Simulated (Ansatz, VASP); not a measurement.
## Al: VASP beside Ansatz

The input INCAR:

```
SYSTEM = Al
  PREC = Accurate
  ENCUT = 520
  EDIFF = 1E-7
  ISMEAR = -1
  SIGMA = 0.05
  LREAL = .False.
  LASPH = .True.
  NELM = 100
  ALGO = Normal
  ISIF = 2
  LWAVE = .False.
  LCHARG = .True.
  GGA = PE
  LELF = .True.
  LVHAR = .True.
  NBANDS = 10
```

KPOINTS

```
Automatic mesh
0
Gamma
  11 11 6
  0 0 0
```

File POSCAR:

```
Al
1.0
    2.8124553515      0.0000000000      0.0000000000
   -1.4062276757      2.4356577814      0.0000000000
    0.0000000000      0.0000000000      4.8668500000
Al
2
Direct
    0.3333333333      0.6666666667      0.2500000000
    0.6666666667      0.3333333333      0.7500000000
```

File input.yaml:

```yaml
crystal:
  lattice:
    - [2.8124553515, 0.0, 0.0]
    - [-1.4062276757, 2.4356577814, 0.0]
    - [0.0, 0.0, 4.86685]
  atoms:
    - { symbol: Al, position: [0.3333333333, 0.6666666667, 0.25] }
    - { symbol: Al, position: [0.6666666667, 0.3333333333, 0.75] }
hamiltonian:
  xc: pbe
  pseudopotentials: { kind: paw }
kpoints:
  mp_grid: { grid: [11, 11, 6] }
scf:
  occupations: { method: fermi_dirac, width: 0.05 }
output:
  forces: true
  stress: true
  eigenvalues: true
  write_density: true
  write_potential: true
  elf: true
  volumetric_format: npy
```

Alike in both runs: task single point; functional PBE; k mesh 11 × 11 × 6; occupations fermi-dirac, width 0.05 eV; no spin polarisation.

|  | VASP | Ansatz |
| --- | --- | --- |
| version | VASP 6.6.1 | Ansatz 0.2.0 |
| potentials or method | VASP PAW PBE potentials, release 64 (Al) | Ansatz PAW |
| plane-wave cutoff (eV) | 520 | 420 |
| valence electrons in the cell | 6 | 6 |

|  | VASP | Ansatz | Ansatz less VASP |
| --- | --- | --- | --- |
| gap on the k mesh at the Fermi level (eV) | none | none | - |
| pressure (GPa) | 0.1 | 0.2 | +0.03 |
| traceless stress, the component that is largest in VASP (GPa) | -3.04 | -3.05 | -0.009 |

A gap of «none» marks a metal or a gap that the smearing closes. With one functional, cell and mesh, what is left measures potentials, basis and numerics.
